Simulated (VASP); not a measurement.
Write the native input for VASP 6.6.1 that does the following.

| Quantity | Value |
| --- | --- |
| Task | single point |
| Functional | PBE |
| Potentials or basis | VASP PAW PBE potentials, release 64 (Gd, N) |
| Cutoff | 520 eV |
| k mesh | 12 × 12 × 6 |
| Occupations | gaussian, width 0.02 eV |
| Spin | collinear spin, ferromagnetic start |
| Starting moments | [7.5, 7.5, 0.0, 0.0] μB |
| Dipole correction | no |
| Further INCAR settings | ALGO = Normal; EDIFF = 1e-07; NBANDS = 35 |

The structure of GdN lies in POSCAR:

```
GdN
1.0
    4.0635064537      0.0000000000      0.0000000000
   -2.0317532269      3.5190998174      0.0000000000
    0.0000000000      0.0000000000      5.0647422800
Gd N
2 2
Direct
    0.3333333333      0.6666666667      0.4297797680
    0.6666666667      0.3333333333      0.9297797680
    0.3333333333      0.6666666667      0.9552202220
    0.6666666667      0.3333333333      0.4552202220
```

The cell was built from a structure type or drawn by symmetry, and may not be a known phase.

One way to write it, as run:

INCAR

```
SYSTEM = GdN
PREC = Accurate
ENCUT = 520
EDIFF = 1E-7
ISMEAR = 0
SIGMA = 0.02
LREAL = .False.
LASPH = .True.
NELM = 150
ALGO = Normal
ISIF = 2
LWAVE = .False.
LCHARG = .False.
ISPIN = 2
MAGMOM = 7.5 7.5 0 0
LORBIT = 11
LMAXMIX = 6
GGA = PE
NBANDS = 35
```

KPOINTS

```
Automatic mesh
0
Gamma
  12 12 6
  0 0 0
```

Potentials or basis: VASP PAW PBE potentials, release 64 (Gd, N).

The run is started by

```console
$ cat potpaw_PBE.64/Gd/POTCAR potpaw_PBE.64/N/POTCAR > POTCAR
$ mpirun -np 1 vasp_std > vasp.out
```

It gave:

```json
{
  "Pressure": "0.2 GPa",
  "Largest force": "0.006 eV/Å",
  "Band gap on the k mesh": "0.65 eV (least direct gap 0.95 eV)",
  "Net moment": "14.00 μB per cell",
  "Site moments": "Gd +6.80; N -0.07 μB",
  "Valence electrons inside the program's atomic spheres": "Gd 15.25; N 3.65"
}
```

Caveat: spin-orbit coupling is left out, which moves the levels of the heavy elements; semilocal functionals describe open f shells poorly, which spoils levels, moments and volumes.

It took 28 min on 1 thread of Intel(R) Xeon(R) Platinum 8488C (Sapphire Rapids), on a shared host, peak memory 0.44 GiB.
